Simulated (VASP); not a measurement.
# SnO2 (P4_2/mnm) in VASP: further runs

Aim: see how the results for SnO2 move with the level of theory and the settings. Levels: r2SCAN, LDA, SVWN5, PBEsol+D4. Tasks: single point, relaxation of cell and atoms.

Program: VASP 6.6.1. These are calculated values, not measurements. Logs are shortened: lines on timing, memory, paths and dates and some standing lists are left out, and cuts for length are marked.

## (1) The cell of the first run

It takes space group P4_2/mnm (No. 136, tetragonal). Conventional cell: a = 4.760 Å, b = 4.760 Å, c = 3.201 Å, α = 90.00°, β = 90.00°, γ = 90.00°. Within 2.7 Å of Sn (site symmetry mmm) lie 6 O at 2.06 to 2.07 Å. O (site symmetry m2m) has 3 Sn at 2.06 to 2.07 Å and 1 O at 2.61 Å within 2.7 Å.

## (2) Single point, r2SCAN

Contents of POSCAR:

```
SnO2
1.0
    4.7599480632      0.0000000000      0.0000000000
    0.0000000000      4.7599480632      0.0000000000
    0.0000000000      0.0000000000      3.2008058022
Sn O
2 4
Direct
    0.5000000000      0.5000000000      0.5000000000
    0.0000000000      0.0000000000      0.0000000000
    0.8059108152      0.1940891848      0.5000000000
    0.6940891848      0.6940891848      0.0000000000
    0.1940891848      0.8059108152      0.5000000000
    0.3059108152      0.3059108152      0.0000000000
```

Contents of INCAR.step1:

```
PREC = Accurate
ENCUT = 520
ISMEAR = -1
SIGMA = 0.05
LREAL = False
LASPH = True
NELM = 80
NBANDS = 35
GGA = PE
ALGO = Normal
EDIFF = 1E-4
LWAVE = True
LCHARG = False
```

Contents of INCAR.step2:

```
PREC = Accurate
ENCUT = 520
EDIFF = 1E-7
ISMEAR = -1
SIGMA = 0.05
LREAL = False
LASPH = True
NELM = 80
ALGO = Normal
ISIF = 2
LWAVE = False
LCHARG = False
METAGGA = R2SCAN
LMIXTAU = True
NBANDS = 35
ISTART = 1
```

Contents of KPOINTS:

```
Automatic mesh
0
Gamma
  6 6 8
```

Potentials or basis: VASP PAW PBE potentials, release 64 (Sn_d, O).

Started as:

```sh
cat potpaw_PBE.64/Sn_d/POTCAR potpaw_PBE.64/O/POTCAR > POTCAR
cp INCAR.step1 INCAR
mpirun -np 1 vasp_std > vasp.out
cp INCAR.step2 INCAR
mpirun -np 1 vasp_std > vasp.out
```

OUTCAR:

```text
PREC = Accurate
   ENCUT = 520
   EDIFF = 1E-7
   ISMEAR = -1
   LREAL = False
   LASPH = True
   NELM = 80
   ISIF = 2
   METAGGA = R2SCAN
   ISTART = 1

 ion  position               nearest neighbor table
   1  0.500  0.500  0.500-   3 2.06   5 2.06   4 2.07   6 2.07   4 2.07   6 2.07   2 3.73   2 3.73
                             2 3.73   2 3.73   2 3.73   2 3.73   2 3.73   2 3.73
   2  0.000  0.000  0.000-   4 2.06   6 2.06   5 2.07   3 2.07   3 2.07   5 2.07   1 3.73   1 3.73
                             1 3.73   1 3.73   1 3.73   1 3.73   1 3.73   1 3.73
   3  0.806  0.194  0.500-   1 2.06   2 2.07   2 2.07
   4  0.694  0.694  0.000-   2 2.06   1 2.07   1 2.07
   5  0.194  0.806  0.500-   1 2.06   2 2.07   2 2.07
   6  0.306  0.306  0.000-   2 2.06   1 2.07   1 2.07

  LATTYP: Found a simple tetragonal cell.
 ALAT       =     4.7599480632
 C/A-ratio  =     0.6724455309

  Lattice vectors:

 A1 = (   4.7599480632,   0.0000000000,   0.0000000000)
 A2 = (   0.0000000000,   4.7599480632,   0.0000000000)
 A3 = (   0.0000000000,   0.0000000000,   3.2008058022)

Analysis of symmetry for initial positions (statically):
=====================================================================
 Subroutine PRICEL returns:
 Original cell was already a primitive cell.

 Routine SETGRP: Setting up the symmetry group for a
 simple tetragonal supercell.

 Subroutine GETGRP returns: Found 16 space group operations
 (whereof  8 operations were pure point group operations)
 out of a pool of 16 trial point group operations.

The static configuration has the point symmetry D_2h.
 The point group associated with its full space group is D_4h.

Analysis of symmetry for dynamics (positions and initial velocities):
=====================================================================
 Subroutine PRICEL returns:
 Original cell was already a primitive cell.

 Routine SETGRP: Setting up the symmetry group for a
 simple tetragonal supercell.

 Subroutine GETGRP returns: Found 16 space group operations
 (whereof  8 operations were pure point group operations)
 out of a pool of 16 trial point group operations.

The dynamic configuration has the point symmetry D_2h.
 The point group associated with its full space group is D_4h.

 Subroutine INISYM returns: Found 16 space group operations
 (whereof  8 operations are pure point group operations),
 and found     1 'primitive' translations

----------------------------------------------------------------------------------------

                                     Primitive cell

  volume of cell :      72.5210

  direct lattice vectors                    reciprocal lattice vectors
     4.759948063  0.000000000  0.000000000     0.210086326  0.000000000  0.000000000
     0.000000000  4.759948063  0.000000000     0.000000000  0.210086326  0.000000000
     0.000000000  0.000000000  3.200805802     0.000000000  0.000000000  0.312421328

  length of vectors
     4.759948063  4.759948063  3.200805802     0.210086326  0.210086326  0.312421328

  position of ions in fractional coordinates (direct lattice)
     0.500000000  0.500000000  0.500000000
     0.000000000  0.000000000  0.000000000
     0.805910815  0.194089185  0.500000000
     0.694089185  0.694089185  0.000000000
     0.194089185  0.805910815  0.500000000
     0.305910815  0.305910815  0.000000000

  ion indices of the primitive-cell ions
   primitive index   ion index
                 1           1
                 2           2
                 3           3
                 4           4
                 5           5
                 6           6

----------------------------------------------------------------------------------------

 KPOINTS: Automatic mesh

Automatic generation of k-mesh.
 Grid dimensions read from file:
 generate k-points for:    6    6    8

 Generating k-lattice:

  Cartesian coordinates                     Fractional coordinates (reciprocal lattice)
     0.035014388  0.000000000  0.000000000     0.166666667  0.000000000  0.000000000
     0.000000000  0.035014388  0.000000000     0.000000000  0.166666667  0.000000000
     0.000000000  0.000000000  0.039052666     0.000000000  0.000000000  0.125000000

  Length of vectors
     0.035014388  0.035014388  0.039052666

  Shift w.r.t. Gamma in fractional coordinates (k-lattice)
     0.000000000  0.000000000  0.000000000

 Subroutine IBZKPT returns following result:
 ===========================================

 Found     50 irreducible k-points:

 Following reciprocal coordinates:
            Coordinates               Weight
  0.000000  0.000000  0.000000      1.000000
  0.166667  0.000000  0.000000      4.000000
  0.333333  0.000000  0.000000      4.000000
  0.500000  0.000000  0.000000      2.000000
  0.166667  0.166667  0.000000      4.000000
  0.333333  0.166667  0.000000      8.000000
[... 16 lines left out ...]
  0.333333  0.000000  0.250000      8.000000
  0.500000  0.000000  0.250000      4.000000
 [... further k-points ...]
   k-points           NKPTS =     50   k-points in BZ     NKDIM =     50   number of bands    NBANDS=     35
   number of dos      NEDOS =    301   number of ions     NIONS =      6
   total plane-waves  NPLWV =  31104
   dimension x,y,z NGX =    36 NGY =   36 NGZ =   24
   dimension x,y,z NGXF=    72 NGYF=   72 NGZF=   48
   ions per type =               2   4
   NGX,Y,Z   is equivalent  to a cutoff of  12.57, 12.57, 12.47 a.u.
   NGXF,Y,Z  is equivalent  to a cutoff of  25.15, 25.15, 24.93 a.u.
 SYSTEM =  unknown system
   PREC   = accura    normal or accurate (medium, high low for compatibility)
   ISTART =      1    job   : 0-new  1-cont  2-samecut
   ICHARG =      0    charge: 1-file 2-atom 10-const
   ISPIN  =      1    spin polarized calculation?
   LNONCOLLINEAR =      F non collinear calculations
   LSORBIT =      F    spin-orbit coupling
   LASPH  =      T    aspherical Exc in radial PAW
   ENCUT  =  520.0 eV  38.22 Ry    6.18 a.u.   8.85  8.85  5.95*2*pi/ulx,y,z
   NELM   =     80;   NELMIN=  2; NELMDL=  0     # of ELM steps
   EDIFF  = 0.1E-06   stopping-criterion for ELM
   LREAL  =      F    real-space projection
   EDIFFG = 0.1E-05   stopping-criterion for IOM
   NSW    =      0    number of steps for IOM
   IBRION =     -1    ionic relax: 0-MD 1-quasi-New 2-CG
   NFREE  =      0    steps in history (QN), initial steepest desc. (CG)
   ISIF   =      2    stress and relaxation
   ISYM   =      2    0-nonsym 1-usesym 2-fastsym
   POTIM  = 0.5000    time-step for ionic-motion
   TEBEG  =    0.0;   TEEND  =   0.0 temperature during run
   PSTRESS=    0.0 pullay stress
   NELECT =      52.0000    total number of electrons
   NUPDOWN=      -1.0000    fix difference up-down
   EMIN   =  10.00;   EMAX   =-10.00  energy-range for DOS
   EFERMI =   0.00;   METHOD = LEGACY
   ISMEAR =    -1;   SIGMA  =   0.05  broadening in eV -4-tet -1-fermi 0-gaus
   EFERMI_NEDOS =   21; number of points for ismear=-14 and -15
   IALGO  =     38    algorithm
   IMIX   =      4    mixing-type and parameters
     AMIX     =   0.40;   BMIX     =  1.00
     AMIX_MAG =   1.60;   BMIX_MAG =  1.00
  volume/ion in A,a.u.               =      12.09        81.57
  Fermi-wavevector in a.u.,A,eV,Ry     =   1.465282  2.768982 29.212427  2.147053
  Thomas-Fermi vector in A             =   2.581158
   LORBIT       =      0    0 simple, 1 ext, 2 COOP (PROOUT), +10 PAW based schemes
   METAGGA = R2SCAN    functional components
   LHFCALC =     F    Hartree Fock is set to
   AEXX    =    0.0000 exact exchange contribution
   IVDW    =     0    specifies the selected vdW correction
   LEPSILON=     F    determine dielectric tensor
   LRPA    =     F    only Hartree local field effects (RPA)
 non-spin polarized calculation
  energy-cutoff  :      520.00
  volume of cell :       72.52
 maximum number of plane-waves:      1992
 NGX is ok and might be reduce to    36
   NGX = 17   NGY = 17   NGZ = 11

 number of electron      52.0000003 magnetization

 Free energy of the ion-electron system (eV)
  ---------------------------------------------------
  ext. energy  EPLUGINS =         0.00000000
  ---------------------------------------------------
  free energy    TOTEN  =       -84.62956595 eV

  energy without entropy =      -84.62956595  energy(sigma->0) =      -84.62956595

 E-fermi :   6.4503     XC(G=0): -11.9694

 val. band max:        5.5572751218   @ k =   0.0000   0.0000   0.0000
 cond. band min:       7.3512312556   @ k =   0.0000   0.0000   0.0000
 fundamental gap:      1.7939561338
 Fermi energy:         6.4502635380

 k-point     1 :       0.0000    0.0000    0.0000
  band No.  band energies     occupation
      1     -16.1799      2.00000
      2     -15.2667      2.00000
      3     -14.9666      2.00000
      4     -14.9666      2.00000
      5     -14.9442      2.00000
      6     -14.9057      2.00000
[... 27 lines left out ...]
     34      18.6542      0.00000
     35      18.9964      0.00000

 k-point     2 :       0.1667    0.0000    0.0000
  band No.  band energies     occupation
      1     -16.1327      2.00000
      2     -15.3259      2.00000
      3     -14.9650      2.00000
      4     -14.9650      2.00000
      5     -14.9461      2.00000
      6     -14.9455      2.00000
[... 27 lines left out ...]
     34      18.6178      0.00000
     35      18.9448      0.00000

 k-point     3 :       0.3333    0.0000    0.0000
  band No.  band energies     occupation
      1     -15.9947      2.00000
      2     -15.5255      2.00000
      3     -14.9714      2.00000
      4     -14.9617      2.00000
      5     -14.9616      2.00000
      6     -14.9524      2.00000
[... 27 lines left out ...]
     34      18.6121      0.00000
     35      18.8827      0.00000
[... 723 lines left out ...]
 k-point    23 :       0.3333    0.0000    0.2500
  band No.  band energies     occupation
      1     -15.8836      2.00000
      2     -15.7225      2.00000
      3     -15.3384      2.00000
      4     -15.0571      2.00000
      5     -14.8453      2.00000
      6     -14.8400      2.00000
[... 27 lines left out ...]
     34      18.6122      0.00000
     35      18.8431      0.00000

 k-point    24 :       0.5000    0.0000    0.2500
  band No.  band energies     occupation
      1     -15.8265      2.00000
      2     -15.8265      2.00000
      3     -15.1862      2.00000
      4     -15.1862      2.00000
      5     -14.8378      2.00000
      6     -14.8378      2.00000
[... 27 lines left out ...]
     34      18.8066      0.00000
     35      19.0990      0.00000

 [... further k-points ...]

------------------------ aborting loop because EDIFF is reached ----------------------------------------

  FORCE on cell =-STRESS in cart. coord.  units (eV):
  Direction    XX          YY          ZZ          XY          YZ          ZX
  --------------------------------------------------------------------------------------
  -------------------------------------------------------------------------------------
  Total        0.4186652      0.4186652      0.6469558      0.0000000      0.0000000      0.0000000
  in kB        9.2494034      9.2494034     14.2929346      0.0000000      0.0000000      0.0000000
  external PRESSURE =      10.9305804 kB  Pullay stress =       0.0000000 kB

 VOLUME and BASIS-vectors are now :
 -----------------------------------------------------------------------------
  energy-cutoff  :      520.00
  volume of cell :       72.52
      direct lattice vectors                 reciprocal lattice vectors
     4.759948063  0.000000000  0.000000000     0.210086326  0.000000000  0.000000000
     0.000000000  4.759948063  0.000000000     0.000000000  0.210086326  0.000000000
     0.000000000  0.000000000  3.200805802     0.000000000  0.000000000  0.312421328

 POSITION                                       TOTAL-FORCE (eV/Angst)
 -----------------------------------------------------------------------------------
      2.37997      2.37997      1.60040        -0.000000     -0.000000     -0.000000
      0.00000      0.00000      0.00000        -0.000000     -0.000000     -0.000000
      3.83609      0.92385      1.60040        -0.019650      0.019650     -0.000000
      3.30383      3.30383      0.00000         0.019650      0.019650     -0.000000
      0.92385      3.83609      1.60040         0.019650     -0.019650      0.000000
      1.45612      1.45612      0.00000        -0.019650     -0.019650      0.000000
 -----------------------------------------------------------------------------------
    total drift:                                0.000000      0.000000      0.000000

  FREE ENERGIE OF THE ION-ELECTRON SYSTEM (eV)
  ---------------------------------------------------
  free  energy   TOTEN  =       -84.6295659537 eV

  energy  without entropy=      -84.6295659535  energy(sigma->0) =      -84.62956595
```

It took 5.9 min on 1 thread of Intel Xeon 8259CL, shared host; peak memory 0.24 GiB.

What came out:

```yaml
Free_energy: -84.6296 eV
Pressure: 1.1 GPa
Largest_force: 0.028 eV/Å
Band_gap_on_the_k_mesh: 1.79 eV
```

Forces in eV/Å, atoms in the order of the input:
```
Sn   0.000  0.000  0.000
Sn   0.000  0.000  0.000
O   -0.020  0.020  0.000
O    0.020  0.020  0.000
O    0.020 -0.020  0.000
O   -0.020 -0.020  0.000
```

Levels at points of the mesh, in eV from the valence-band top:
| k point | band 22 | band 23 | band 24 | band 25 | band 26 | band 27 | band 28 | band 29 | band 30 | band 31 |
| --- | --- | --- | --- | --- | --- | --- | --- | --- | --- | --- |
| (0.00, 0.00, 0.00) | -1.22 | -1.22 | -0.78 | -0.78 | 0.00 | 1.79 | 6.81 | 7.05 | 7.05 | 11.10 |
| (0.50, 0.00, 0.00) | -1.97 | -1.17 | -1.17 | -0.62 | -0.62 | 5.00 | 5.00 | 7.81 | 7.81 | 11.89 |
| (0.50, 0.50, 0.00) | -1.96 | -1.30 | -1.30 | -0.92 | -0.92 | 5.44 | 5.44 | 8.22 | 8.22 | 11.92 |
| (0.00, 0.00, 0.50) | -2.59 | -1.67 | -1.67 | -1.27 | -1.27 | 6.87 | 6.87 | 10.53 | 10.53 | 11.55 |
| (0.50, 0.00, 0.50) | -1.73 | -1.11 | -1.11 | -0.69 | -0.69 | 7.15 | 7.15 | 8.85 | 8.85 | 11.93 |
| (0.50, 0.50, 0.50) | -2.35 | -0.96 | -0.96 | -0.85 | -0.85 | 5.52 | 5.52 | 9.65 | 9.65 | 11.91 |

Caveat: the PAW data sets were made with another functional, which shifts forces and pressure a little; spin-orbit coupling is left out, which moves the levels of the heavy elements. r2SCAN opens gaps a little over a GGA but as a rule still falls short of measured ones.

## (3) Relaxation of cell and atoms, LDA

This run uses another cell than the first one, of 11.92 Å³/atom.

Contents of INCAR:

```
SYSTEM = SnO2
ALGO     = Normal         ! electronic algorithm
EDIFF    = 1E-6           ! SCF threshold, eV
EDIFFG   = -0.01          ! ionic threshold
ENCUT    = 600            ! plane-wave cutoff, eV
IBRION   = 2              ! ionic algorithm
ISIF     = 3              ! what is computed and relaxed
ISMEAR   = -1             ! smearing method
LASPH    = .TRUE.         ! aspherical terms in the spheres
LCHARG   = .FALSE.        ! write CHGCAR
LREAL    = .FALSE.        ! projectors in reciprocal space
LWAVE    = .FALSE.        ! write WAVECAR
NELM     = 60             ! most SCF steps
NSW      = 60             ! ionic steps
PREC     = Accurate       ! precision mode
SIGMA    = 0.05           ! smearing width, eV
```

Contents of KPOINTS:

```
k-points
0
G
  6 6 8
  0 0 0
```

Contents of POSCAR:

```
SnO2
1.0
    4.7380000000      0.0000000000      0.0000000000
    0.0000000000      4.7380000000      0.0000000000
    0.0000000000      0.0000000000      3.1865000000
Sn O
2 4
Direct
    0.5000000000      0.5000000000      0.5000000000
    0.0000000000      0.0000000000      0.0000000000
    0.8071000000      0.1929000000      0.5000000000
    0.6929000000      0.6929000000      0.0000000000
    0.1929000000      0.8071000000      0.5000000000
    0.3071000000      0.3071000000      0.0000000000
```

Potentials or basis: VASP PAW LDA potentials, release 64 (Sn_d, O).

Started as:

```sh
cat potpaw_LDA.64/Sn_d/POTCAR potpaw_LDA.64/O/POTCAR > POTCAR
mpirun -np 1 vasp_std > vasp.out
```

Wall time 7.3 min (1 thread of Intel Xeon 8259CL, shared host); peak memory 0.25 GiB.

The run converged. Its results:

| Property | Result |
| --- | --- |
| Free energy | -42.2923 eV |
| Relaxed volume | 11.90 Å³/atom |
| Relaxed cell | a = 4.728 Å, b = 4.728 Å, c = 3.195 Å, α = 90.00°, β = 90.00°, γ = 90.00° |
| Space group after relaxing (to 0.1 Å) | P4_2/mnm (No. 136) |
| Energy gained by relaxing | 0.6 meV/atom |
| Ionic steps | 5 |
| Pressure after relaxing | 0.0 GPa |
| Largest force after relaxing | 0.006 eV/Å |
| Band gap on the k mesh | 1.15 eV |

Forces in eV/Å, atoms in the order of the input:
```
Sn   0.000  0.000  0.000
Sn   0.000  0.000  0.000
O    0.004 -0.004  0.000
O   -0.004 -0.004  0.000
O   -0.004  0.004  0.000
O    0.004  0.004  0.000
```

Stress tensor (GPa, compression positive):
```
-0.04  0.00  0.00
 0.00 -0.04  0.00
 0.00  0.00  0.07
```

Step by step:
```tsv
step	energy change (eV)	largest force (eV/Å)	pressure (GPa)	volume (Å³)
1	0.0000	0.1797	0.11	71.53
2	-0.0032	0.0469	-0.65	71.62
3	-0.0034	0.0022	-0.50	71.60
4	-0.0034	0.0151	0.49	71.24
5	-0.0037	0.0062	0.00	71.42
```

Final structure:
```cif
data_structure
_symmetry_space_group_name_H-M 'P 1'
_symmetry_Int_Tables_number 1
_cell_length_a 4.7279
_cell_length_b 4.7279
_cell_length_c 3.1952
_cell_angle_alpha 90.000
_cell_angle_beta 90.000
_cell_angle_gamma 90.000
_cell_volume 71.42
loop_
_atom_site_label
_atom_site_type_symbol
_atom_site_fract_x
_atom_site_fract_y
_atom_site_fract_z
_atom_site_occupancy
Sn1 Sn 0.50000 0.50000 0.50000 1
Sn2 Sn 0.00000 0.00000 0.00000 1
O1 O 0.80599 0.19401 0.50000 1
O2 O 0.69401 0.69401 0.00000 1
O3 O 0.19401 0.80599 0.50000 1
O4 O 0.30599 0.30599 0.00000 1
```

Levels at points of the mesh, in eV from the valence-band top:
```csv
k point,band 23,band 24,band 25,band 26,band 27,band 28,band 29,band 30
"(0.00, 0.00, 0.00)",-1.28,-0.81,-0.81,0.00,1.15,5.93,6.05,6.05
"(0.50, 0.00, 0.00)",-1.24,-1.24,-0.65,-0.65,4.31,4.31,6.81,6.81
"(0.50, 0.50, 0.00)",-1.37,-1.37,-0.91,-0.91,4.70,4.70,7.30,7.30
"(0.00, 0.00, 0.50)",-1.72,-1.72,-1.28,-1.28,6.03,6.03,9.51,9.51
"(0.50, 0.00, 0.50)",-1.13,-1.13,-0.72,-0.72,6.31,6.31,7.87,7.87
"(0.50, 0.50, 0.50)",-0.99,-0.99,-0.84,-0.84,4.68,4.68,8.63,8.63
```

Caveat: spin-orbit coupling is left out, which moves the levels of the heavy elements.

[end of part 1 of 2]
